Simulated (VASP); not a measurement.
# As3Se2 (C2/m) in VASP: further runs

Runs on As3Se2. Level: PBE. Tasks: single point.

Program: VASP 6.6.1. These are calculated values, not measurements. Logs are shortened: lines on timing, memory, paths and dates and some standing lists are left out, and cuts for length are marked.

### 1 The cell of the first run

The structure is monoclinic, space group C2/m (No. 12). Conventional cell: a = 5.973 Å, b = 5.811 Å, c = 6.166 Å, α = 90.00°, β = 104.25°, γ = 90.00°. Within 2.2 Å of As (site symmetry m) lie 1 As at 1.65 Å. Within 2.2 Å of As (site symmetry 2/m) lie 2 As at 1.65 Å. Within 3.6 Å of Se (site symmetry m) lie 9 As at 2.77 to 3.53 Å.

### 2 Single point, PBE

File INCAR:

```
SYSTEM = As3Se2
ALGO     = Normal         ! electronic algorithm
EDIFF    = 1E-7           ! SCF threshold, eV
ENCUT    = 520            ! plane-wave cutoff, eV
GGA      = PE             ! functional
ISIF     = 2              ! what is computed and relaxed
ISMEAR   = 0              ! smearing method
LASPH    = .TRUE.         ! aspherical terms in the spheres
LCHARG   = .FALSE.        ! write CHGCAR
LREAL    = .FALSE.        ! projectors in reciprocal space
LWAVE    = .FALSE.        ! write WAVECAR
NBANDS   = 22             ! bands
NELM     = 100            ! most SCF steps
PREC     = Accurate       ! precision mode
SIGMA    = 0.1            ! smearing width, eV
```

File KPOINTS:

```
k-points
0
G
  4 4 4
  0 0 0
```

File POSCAR:

```
As3Se2
1.0
    2.9865833600     -2.9055975300      0.0000000000
    2.9865833600      2.9055975300      0.0000000000
   -1.5171794200      0.0000000000      5.9759860700
As Se
3 2
Direct
    0.2988999900      0.2988999900      0.2614999900
    0.7011000100      0.7011000100      0.7385000100
    0.5000000000      0.5000000000      0.5000000000
    0.8087000100      0.8087000100      0.2011000000
    0.1912999900      0.1912999900      0.7989000000
```

Potentials or basis: VASP PAW PBE potentials, release 64 (As, Se).

Command:

```console
cat potpaw_PBE.64/As/POTCAR potpaw_PBE.64/Se/POTCAR > POTCAR
mpirun -np 1 vasp_std > vasp.out
```

OUTCAR:

```text
SYSTEM = As3Se2
   EDIFF = 1E-7
   ENCUT = 520
   GGA = PE
   ISIF = 2
   ISMEAR = 0
   LASPH = .TRUE.
   LREAL = .FALSE.
   NELM = 100
   PREC = Accurate

 ion  position               nearest neighbor table
   1  0.299  0.299  0.261-   3 1.65   5 2.77
   2  0.701  0.701  0.739-   3 1.65   4 2.77
   3  0.500  0.500  0.500-   1 1.65   2 1.65
   4  0.809  0.809  0.201-   2 2.77
   5  0.191  0.191  0.799-   1 2.77

  LATTYP: Found a base centered monoclinic cell.
 ALAT       =     5.9731667200
 B/A-ratio  =     0.9728834523
 C/A-ratio  =     1.0322111261
 COS(beta)  =    -0.2460728903

  Lattice vectors:

 A1 = (   2.9865833600,  -2.9055975300,   0.0000000000)
 A2 = (   2.9865833600,   2.9055975300,   0.0000000000)
 A3 = (  -1.5171794200,   0.0000000000,   5.9759860700)

Analysis of symmetry for initial positions (statically):
=====================================================================
 Subroutine PRICEL returns:
 Original cell was already a primitive cell.

 Routine SETGRP: Setting up the symmetry group for a
 base centered monoclinic supercell.

 Subroutine GETGRP returns: Found  4 space group operations
 (whereof  4 operations were pure point group operations)
 out of a pool of  4 trial point group operations.

The static configuration has the point symmetry C_2h.

Analysis of symmetry for dynamics (positions and initial velocities):
=====================================================================
 Subroutine PRICEL returns:
 Original cell was already a primitive cell.

 Routine SETGRP: Setting up the symmetry group for a
 base centered monoclinic supercell.

 Subroutine GETGRP returns: Found  4 space group operations
 (whereof  4 operations were pure point group operations)
 out of a pool of  4 trial point group operations.

The dynamic configuration has the point symmetry C_2h.

 Subroutine INISYM returns: Found  4 space group operations
 (whereof  4 operations are pure point group operations),
 and found     1 'primitive' translations

----------------------------------------------------------------------------------------

                                     Primitive cell

  volume of cell :     103.7169

  direct lattice vectors                    reciprocal lattice vectors
     2.986583360 -2.905597530  0.000000000     0.167415384 -0.172081644  0.042503308
     2.986583360  2.905597530  0.000000000     0.167415384  0.172081644  0.042503308
    -1.517179420  0.000000000  5.975986070     0.000000000  0.000000000  0.167336401

  length of vectors
     4.166794592  4.166794592  6.165569147     0.243816600  0.243816600  0.167336401

  position of ions in fractional coordinates (direct lattice)
     0.298899990  0.298899990  0.261499990
     0.701100010  0.701100010  0.738500010
     0.500000000  0.500000000  0.500000000
     0.808700010  0.808700010  0.201100000
     0.191299990  0.191299990  0.798900000

  ion indices of the primitive-cell ions
   primitive index   ion index
                 1           1
                 2           2
                 3           3
                 4           4
                 5           5

----------------------------------------------------------------------------------------

 KPOINTS: k-points

Automatic generation of k-mesh.
 Grid dimensions read from file:
 generate k-points for:    4    4    4

 Generating k-lattice:

  Cartesian coordinates                     Fractional coordinates (reciprocal lattice)
     0.041853846 -0.043020411  0.010625827     0.250000000  0.000000000  0.000000000
     0.041853846  0.043020411  0.010625827     0.000000000  0.250000000  0.000000000
     0.000000000  0.000000000  0.041834100     0.000000000  0.000000000  0.250000000

  Length of vectors
     0.060954150  0.060954150  0.041834100

  Shift w.r.t. Gamma in fractional coordinates (k-lattice)
     0.000000000  0.000000000  0.000000000

 Subroutine IBZKPT returns following result:
 ===========================================

 Found     24 irreducible k-points:

 Following reciprocal coordinates:
            Coordinates               Weight
  0.000000  0.000000  0.000000      1.000000
  0.250000  0.000000  0.000000      4.000000
  0.500000  0.000000  0.000000      2.000000
  0.250000  0.250000  0.000000      2.000000
  0.500000  0.250000 -0.000000      4.000000
 -0.250000  0.250000  0.000000      2.000000
[... 16 lines left out ...]
 -0.250000  0.250000  0.500000      2.000000
  0.500000  0.500000  0.500000      1.000000
   k-points           NKPTS =     24   k-points in BZ     NKDIM =     24   number of bands    NBANDS=     22
   number of dos      NEDOS =    301   number of ions     NIONS =      5
   total plane-waves  NPLWV =  49152
   dimension x,y,z NGX =    32 NGY =   32 NGZ =   48
   dimension x,y,z NGXF=    64 NGYF=   64 NGZF=   96
   ions per type =               3   2
   NGX,Y,Z   is equivalent  to a cutoff of  12.77, 12.77, 12.94 a.u.
   NGXF,Y,Z  is equivalent  to a cutoff of  25.53, 25.53, 25.89 a.u.
 SYSTEM =  As3Se2
   PREC   = accura    normal or accurate (medium, high low for compatibility)
   ISTART =      0    job   : 0-new  1-cont  2-samecut
   ICHARG =      2    charge: 1-file 2-atom 10-const
   ISPIN  =      1    spin polarized calculation?
   LNONCOLLINEAR =      F non collinear calculations
   LSORBIT =      F    spin-orbit coupling
   LASPH  =      T    aspherical Exc in radial PAW
   ENCUT  =  520.0 eV  38.22 Ry    6.18 a.u.   7.75  7.75 11.46*2*pi/ulx,y,z
   NELM   =    100;   NELMIN=  2; NELMDL= -5     # of ELM steps
   EDIFF  = 0.1E-06   stopping-criterion for ELM
   LREAL  =      F    real-space projection
   EDIFFG = 0.1E-05   stopping-criterion for IOM
   NSW    =      0    number of steps for IOM
   IBRION =     -1    ionic relax: 0-MD 1-quasi-New 2-CG
   NFREE  =      0    steps in history (QN), initial steepest desc. (CG)
   ISIF   =      2    stress and relaxation
   ISYM   =      2    0-nonsym 1-usesym 2-fastsym
   POTIM  = 0.5000    time-step for ionic-motion
   TEBEG  =    0.0;   TEEND  =   0.0 temperature during run
   PSTRESS=    0.0 pullay stress
   NELECT =      27.0000    total number of electrons
   NUPDOWN=      -1.0000    fix difference up-down
   EMIN   =  10.00;   EMAX   =-10.00  energy-range for DOS
   EFERMI =   0.00;   METHOD = LEGACY
   ISMEAR =     0;   SIGMA  =   0.10  broadening in eV -4-tet -1-fermi 0-gaus
   EFERMI_NEDOS =   21; number of points for ismear=-14 and -15
   IALGO  =     38    algorithm
   IMIX   =      4    mixing-type and parameters
     AMIX     =   0.40;   BMIX     =  1.00
     AMIX_MAG =   1.60;   BMIX_MAG =  1.00
  volume/ion in A,a.u.               =      20.74       139.98
  Fermi-wavevector in a.u.,A,eV,Ry     =   1.045313  1.975354 14.866793  1.092678
  Thomas-Fermi vector in A             =   2.180103
   LORBIT       =      0    0 simple, 1 ext, 2 COOP (PROOUT), +10 PAW based schemes
   GGA     = PE    functional components
   LHFCALC =     F    Hartree Fock is set to
   AEXX    =    0.0000 exact exchange contribution
   IVDW    =     0    specifies the selected vdW correction
   LEPSILON=     F    determine dielectric tensor
   LRPA    =     F    only Hartree local field effects (RPA)
 non-spin polarized calculation
 Gauss-broadening in eV      SIGMA  =   0.10
  energy-cutoff  :      520.00
  volume of cell :      103.72
 maximum number of plane-waves:      2806
 NGX is ok and might be reduce to    32
   NGX = 15   NGY = 15   NGZ = 23

 number of electron      27.0000001 magnetization

 Free energy of the ion-electron system (eV)
  ---------------------------------------------------
  ext. energy  EPLUGINS =         0.00000000
  ---------------------------------------------------
  free energy    TOTEN  =        -2.38397843 eV

  energy without entropy =       -2.36948886  energy(sigma->0) =       -2.37673364

 E-fermi :   5.1087     XC(G=0): -10.0031

 val. band max:        5.0845972824   @ k =   0.2500   0.0000   0.5000
 cond. band min:       5.1159625162   @ k =  -0.2500  -0.0000   0.2500
 fundamental gap:      0.0313652338
 Fermi energy:         5.1087035113

 k-point     1 :       0.0000    0.0000    0.0000
  band No.  band energies     occupation
      1     -12.3761      2.00000
      2      -8.9152      2.00000
      3      -7.7508      2.00000
      4      -6.7768      2.00000
      5      -1.3390      2.00000
      6      -0.4538      2.00000
[... 14 lines left out ...]
     21      11.2750      0.00000
     22      11.6301      0.00000

 k-point     2 :       0.2500    0.0000    0.0000
  band No.  band energies     occupation
      1     -12.1876      2.00000
      2      -8.8347      2.00000
      3      -7.7647      2.00000
      4      -7.0883      2.00000
      5      -2.0156      2.00000
      6      -0.6074      2.00000
[... 14 lines left out ...]
     21      11.1820      0.00000
     22      12.1006      0.00000

 k-point     3 :       0.5000    0.0000    0.0000
  band No.  band energies     occupation
      1     -11.9648      2.00000
      2      -8.8465      2.00000
      3      -7.6338      2.00000
      4      -7.4841      2.00000
      5      -2.1522      2.00000
      6      -1.4665      2.00000
[... 14 lines left out ...]
     21      13.0505      0.00000
     22      13.3764      0.00000

 k-point     4 :       0.2500    0.2500    0.0000
  band No.  band energies     occupation
      1     -12.0197      2.00000
      2      -8.9579      2.00000
      3      -7.6236      2.00000
      4      -6.9877      2.00000
      5      -1.8388      2.00000
      6      -1.3353      2.00000
[... 14 lines left out ...]
     21      11.7468      0.00000
     22      12.7751      0.00000

 k-point     5 :       0.5000    0.2500   -0.0000
  band No.  band energies     occupation
      1     -11.8560      2.00000
      2      -8.7567      2.00000
      3      -7.5844      2.00000
      4      -7.2944      2.00000
      5      -2.2220      2.00000
      6      -1.4720      2.00000
[... 14 lines left out ...]
     21      13.2578      0.00000
     22      13.9059      0.00000

 k-point     6 :      -0.2500    0.2500    0.0000
  band No.  band energies     occupation
      1     -12.0441      2.00000
      2      -8.5258      2.00000
      3      -7.7675      2.00000
      4      -7.4328      2.00000
      5      -1.9984      2.00000
      6      -1.2538      2.00000
[... 14 lines left out ...]
     21      11.3151      0.00000
     22      11.9704      0.00000

 k-point     7 :       0.5000    0.5000    0.0000
  band No.  band energies     occupation
      1     -11.7386      2.00000
      2      -8.6791      2.00000
      3      -7.4770      2.00000
      4      -7.1240      2.00000
      5      -2.1519      2.00000
      6      -2.1500      2.00000
[... 324 lines left out ...]
      6      -0.5740      2.00000
[... 14 lines left out ...]
     21      12.9505      0.00000
     22      13.8563      0.00000

 k-point    21 :       0.2500    0.2500    0.5000
  band No.  band energies     occupation
      1     -11.9711      2.00000
      2      -8.9911      2.00000
      3      -7.6845      2.00000
      4      -7.2186      2.00000
      5      -1.1537      2.00000
      6      -1.1110      2.00000
[... 14 lines left out ...]
     21      12.4164      0.00000
     22      12.4372      0.00000

 k-point    22 :       0.5000    0.2500    0.5000
  band No.  band energies     occupation
      1     -11.8279      2.00000
      2      -8.5434      2.00000
      3      -7.7711      2.00000
      4      -7.6207      2.00000
      5      -1.9952      2.00000
      6      -1.3290      2.00000
[... 14 lines left out ...]
     21      12.4857      0.00000
     22      13.3354      0.00000

 k-point    23 :      -0.2500    0.2500    0.5000
  band No.  band energies     occupation
      1     -11.9602      2.00000
      2      -9.0775      2.00000
      3      -7.5002      2.00000
      4      -7.2364      2.00000
      5      -2.0147      2.00000
      6      -1.5744      2.00000
[... 14 lines left out ...]
     21      11.5966      0.00000
     22      12.2172      0.00000

 k-point    24 :       0.5000    0.5000    0.5000
  band No.  band energies     occupation
      1     -11.7241      2.00000
      2      -8.4604      2.00000
      3      -7.6105      2.00000
      4      -7.4334      2.00000
      5      -2.1907      2.00000
      6      -1.9234      2.00000
[... 14 lines left out ...]
     21      12.0854      0.00000
     22      14.8068      0.00000

------------------------ aborting loop because EDIFF is reached ----------------------------------------

  FORCE on cell =-STRESS in cart. coord.  units (eV):
  Direction    XX          YY          ZZ          XY          YZ          ZX
  --------------------------------------------------------------------------------------
  -------------------------------------------------------------------------------------
  Total       32.7446299      3.0020675     95.9640114      0.0000000      0.0000000     51.6957044
  in kB      505.8258241     46.3747275   1482.4133079      0.0000000      0.0000000    798.5743729
  external PRESSURE =     678.2046198 kB  Pullay stress =       0.0000000 kB

 VOLUME and BASIS-vectors are now :
 -----------------------------------------------------------------------------
  energy-cutoff  :      520.00
  volume of cell :      103.72
      direct lattice vectors                 reciprocal lattice vectors
     2.986583360 -2.905597530  0.000000000     0.167415384 -0.172081644  0.042503308
     2.986583360  2.905597530  0.000000000     0.167415384  0.172081644  0.042503308
    -1.517179420  0.000000000  5.975986070     0.000000000  0.000000000  0.167336401

 POSITION                                       TOTAL-FORCE (eV/Angst)
 -----------------------------------------------------------------------------------
      1.38864      0.00000      1.56272       -18.788231      0.000000    -31.860114
      3.06735      0.00000      4.41327        18.788231      0.000000     31.860114
      2.22799      0.00000      2.98799        -0.000000      0.000000      0.000000
      4.52540      0.00000      1.20177         0.104329      0.000000      0.441706
     -0.06941      0.00000      4.77422        -0.104329      0.000000     -0.441706
 -----------------------------------------------------------------------------------
    total drift:                                0.000000      0.000000      0.000000

  FREE ENERGIE OF THE ION-ELECTRON SYSTEM (eV)
  ---------------------------------------------------
  free  energy   TOTEN  =        -2.3839784267 eV

  energy  without entropy=       -2.3694888569  energy(sigma->0) =       -2.37673364
```

It took 31 s on 1 thread of AMD EPYC 9R45 (Zen 5), shared host; peak memory 0.19 GiB.

Results:

```
Free energy   : -2.3840 eV
Pressure      : 67.8 GPa
Largest force : 36.987 eV/Å
```

Forces on the atoms (eV/Å):
```
As  -18.788   0.000 -31.860
As   18.788   0.000  31.860
As    0.000   0.000   0.000
Se    0.104   0.000   0.442
Se   -0.104   0.000  -0.442
```

Stress tensor (GPa, compression positive):
```
 50.58   0.00  79.86
  0.00   4.64   0.00
 79.86   0.00 148.24
```

Caveat: the k points lie up to 0.38 Å⁻¹ apart; forces of over 1 eV/Å act on the atoms, so gaps and moduli don't describe the material at rest.

### 3 Single point, PBE

This run uses another cell than the first one, of 22.91 Å³/atom, 1.105 times its volume.

File INCAR:

```
ALGO = Normal
EDIFF = 1E-7
ENCUT = 520
GGA = PE
ISIF = 2
ISMEAR = 0
LASPH = True
LCHARG = False
LREAL = False
LWAVE = False
NBANDS = 22
NELM = 100
PREC = Accurate
SIGMA = 0.1
```

File KPOINTS:

```
k-points
0
Gamma
  4 4 4
```

File POSCAR:

```
As3Se2
1.0
    2.7494147773     -2.7646247857      0.3070775835
    2.7494147773      2.7646247857      0.3070775835
   -0.7822531214      0.0000000000      7.4487342617
As Se
3 2
Direct
    0.2428889996      0.2428889996      0.2061884069
    0.7571110004      0.7571110004      0.7938115931
    0.5000000000      0.5000000000      0.5000000000
    0.7486469755      0.7486469755      0.1840643688
    0.2513530245      0.2513530245      0.8159356312
```

Potentials or basis: VASP PAW PBE potentials, release 64 (As, Se).

Command:

```console
cat potpaw_PBE.64/As/POTCAR potpaw_PBE.64/Se/POTCAR > POTCAR
mpirun -np 1 vasp_std > vasp.out
```

Wall time 30 s (1 thread of AMD EPYC 9R45 (Zen 5), shared host); peak memory 0.2 GiB.

It converged, with:

```
Free energy   : -19.6989 eV
Pressure      : 0.0 GPa
Largest force : 0.024 eV/Å
```

Forces on the atoms (eV/Å):
```
As   0.024  0.000  0.002
As  -0.024  0.000 -0.002
As   0.000  0.000  0.000
Se   0.006  0.000 -0.019
Se  -0.006  0.000  0.019
```

Stress tensor (GPa, compression positive):
```
 0.33  0.00  0.25
 0.00 -0.08  0.00
 0.25  0.00 -0.21
```

Levels at points of the mesh, in eV from the Fermi level:
| k point | band 10 | band 11 | band 12 | band 13 | band 14 | band 15 | band 16 | band 17 |
| --- | --- | --- | --- | --- | --- | --- | --- | --- |
| (0.00, 0.00, 0.00) | -3.42 | -2.72 | -2.26 | 0.00 | 2.26 | 2.53 | 3.16 | 3.22 |
| (0.50, 0.00, 0.00) | -2.01 | -1.89 | -1.65 | -0.62 | -0.58 | -0.50 | -0.33 | 0.32 |
| (0.50, 0.50, 0.00) | -4.53 | -2.33 | -1.48 | -1.26 | 0.39 | 1.20 | 3.55 | 3.74 |
| (0.00, 0.00, 0.50) | -3.49 | -1.27 | -0.86 | 0.05 | 0.36 | 1.91 | 3.11 | 3.15 |
| (0.50, 0.00, 0.50) | -2.24 | -1.67 | -1.57 | -1.27 | -0.69 | -0.65 | -0.42 | 1.69 |
| (0.50, 0.50, 0.50) | -3.87 | -3.12 | -2.80 | -1.00 | 0.85 | 1.25 | 3.51 | 3.95 |

Caveat: the k points lie up to 0.40 Å⁻¹ apart.
